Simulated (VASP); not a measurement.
# Bi2P5: single point with PBE

The system is Bi2P5.

```
Bi P
1.0
     0.00000    5.53862    5.53862
     5.53862    0.00000    5.53862
     5.53862    5.53862    0.00000
Bi P
4 10
Direct
  0.62500 0.62500 0.62500
  0.12500 0.62500 0.62500
  0.62500 0.62500 0.12500
  0.62500 0.12500 0.62500
  0.25000 0.25000 0.25000
  0.00000 0.00000 0.00000
  0.36670 0.36670 0.36670
  0.35010 0.88330 0.88330
  0.36670 0.36670 0.89990
  0.88330 0.35010 0.88330
  0.89990 0.36670 0.36670
  0.88330 0.88330 0.88330
  0.36670 0.89990 0.36670
  0.88330 0.88330 0.35010
```

The cell was built from a structure type or drawn by symmetry, and may not be a known phase.

```
Program             : VASP 6.6.1
Task                : single point
Functional          : PBE
Potentials or basis : VASP PAW PBE potentials, release 64 (Bi_d, P)
Cutoff              : 520 eV
k mesh              : 6 × 6 × 6
Occupations         : gaussian, width 0.1 eV
Spin                : no spin polarisation
```

* Pressure: -0.1 GPa
* Largest force: 0.028 eV/Å
* Band gap on the k mesh: zero (bands 55 and 56 overlap by 0.67 eV)

Forces in eV/Å, atoms in the order of the input:
```
Bi   0.000  0.000  0.000
Bi   0.000  0.000  0.000
Bi   0.000  0.000  0.000
Bi   0.000  0.000  0.000
P    0.000  0.000  0.000
P    0.000  0.000  0.000
P   -0.016 -0.016 -0.016
P    0.016 -0.016 -0.016
P    0.016  0.016 -0.016
P   -0.016  0.016 -0.016
P   -0.016  0.016  0.016
P    0.016  0.016  0.016
P    0.016 -0.016  0.016
P   -0.016 -0.016  0.016
```

Levels at points of the mesh, in eV from the Fermi level:
| k point | band 51 | band 52 | band 53 | band 54 | band 55 | band 56 | band 57 | band 58 | band 59 | band 60 |
| --- | --- | --- | --- | --- | --- | --- | --- | --- | --- | --- |
| (0.00, 0.00, 0.00) | -0.81 | -0.81 | -0.19 | -0.19 | 0.21 | 0.21 | 0.21 | 0.78 | 0.78 | 0.78 |
| (0.50, 0.00, 0.00) | -0.91 | -0.45 | -0.45 | -0.32 | 0.00 | 0.00 | 0.22 | 0.92 | 0.92 | 1.06 |
| (0.50, 0.50, 0.00) | -0.96 | -0.96 | -0.20 | -0.20 | 0.26 | 0.26 | 0.75 | 0.75 | 2.01 | 2.01 |

Wall time 6.8 min on 1 thread of Intel(R) Xeon(R) Platinum 8559C (Emerald Rapids), on a shared host, peak memory 0.62 GiB.

Caveat: spin-orbit coupling is left out, which moves the levels of the heavy elements.
